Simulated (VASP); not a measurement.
Here is a VASP 6.6.1 calculation.

Contents of INCAR:

```
SYSTEM = PdRh4
ALGO = Normal ; DIPOL = 0.5 0.5 0.500
EDIFF = 1E-6 ; ENCUT = 520
GGA = CA ; IDIPOL = 3
ISIF = 2 ; ISMEAR = -1
LASPH = .True. ; LCHARG = .False.
LDIPOL = .True. ; LREAL = .False.
LWAVE = .False. ; NBANDS = 43
NELM = 80 ; PREC = Accurate
SIGMA = 0.05
```

Contents of KPOINTS:

```
k-points
0
Gamma
  14 14 1
  0 0 0
```

POSCAR

```
PdRh4
1.0
    2.6543947809      0.0000000000      0.0000000000
    0.0000000000      2.6543947809      0.0000000000
    0.0000000000      0.0000000000     23.5078000000
Rh Pd
4 1
Direct
    0.0000000000      0.0000000000      0.3434456330
    0.5000000000      0.5000000000      0.4195750348
    0.5000000000      0.5000000000      0.5804249653
    0.0000000000      0.0000000000      0.6565543668
    0.0000000000      0.0000000000      0.5000000001
```

Potentials or basis: VASP PAW LDA potentials, release 64 (Rh_pv, Pd).

The run is started by

```console
$ cat potpaw_LDA.64/Rh_pv/POTCAR potpaw_LDA.64/Pd/POTCAR > POTCAR
$ mpirun -np 1 vasp_std > vasp.out
```

Predict the largest force.

0.816 eV/Å.

What does it give for the band gap on the k mesh?

Zero (band 35 reaches 2.69 eV, above the bottom of band 36 at 1.00 eV).

Forces in eV/Å, atoms in the order of the input:
```
Rh   0.000  0.000  0.136
Rh   0.000  0.000 -0.816
Rh   0.000  0.000  0.816
Rh   0.000  0.000 -0.136
Pd   0.000  0.000  0.000
```
